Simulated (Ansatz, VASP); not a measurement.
## Two plane-wave programs on As

```xyz
12
Lattice="6.4635 0.0000 0.0000 0.0000 6.4635 0.0000 0.0000 0.0000 6.4635" Properties=species:S:1:pos:R:3 pbc="T T T"
As    0.0000    0.0000    0.0000
As    3.2318    0.0000    3.2318
As    3.2318    3.2318    0.0000
As    0.0000    3.2318    3.2318
As    3.9280    5.7674    0.6962
As    5.7674    0.6962    3.9280
As    0.6962    3.9280    5.7674
As    2.5356    2.5356    2.5356
As    3.9280    3.9280    3.9280
As    5.7674    2.5356    0.6962
As    0.6962    5.7674    2.5356
As    2.5356    0.6962    5.7674
```

Alike in both runs: functional PBE; k mesh 6 × 6 × 6; occupations gaussian, width 0.1 eV; no spin polarisation.

Ansatz relaxed the structure, and its values are those at the end. VASP's run is a single point on that final structure, the one shown.

|  | VASP | Ansatz |
| --- | --- | --- |
| version | VASP 6.6.1 | Ansatz 0.2.0 |
| potentials or method | VASP PAW PBE potentials, release 64 (As), cutoff 520 eV | scalar-relativistic, plane waves, PAW |
| valence electrons in the cell | 60 | 180 |

```tsv
	VASP	Ansatz	Ansatz less VASP
gap on the k mesh at the Fermi level (eV)	none	none	-
pressure (GPa)	0.2	0.0	-0.18
rms of the force components (eV/Å)	0.020	0.002	-0.0184
```

A gap of «none» marks a metal or a gap that the smearing closes. The functional is the same, so the differences come from potentials, cutoffs and numerics. VASP's potentials hold 60 valence electrons a cell and Ansatz's 180, so a difference there can come from the potentials and not from the codes.
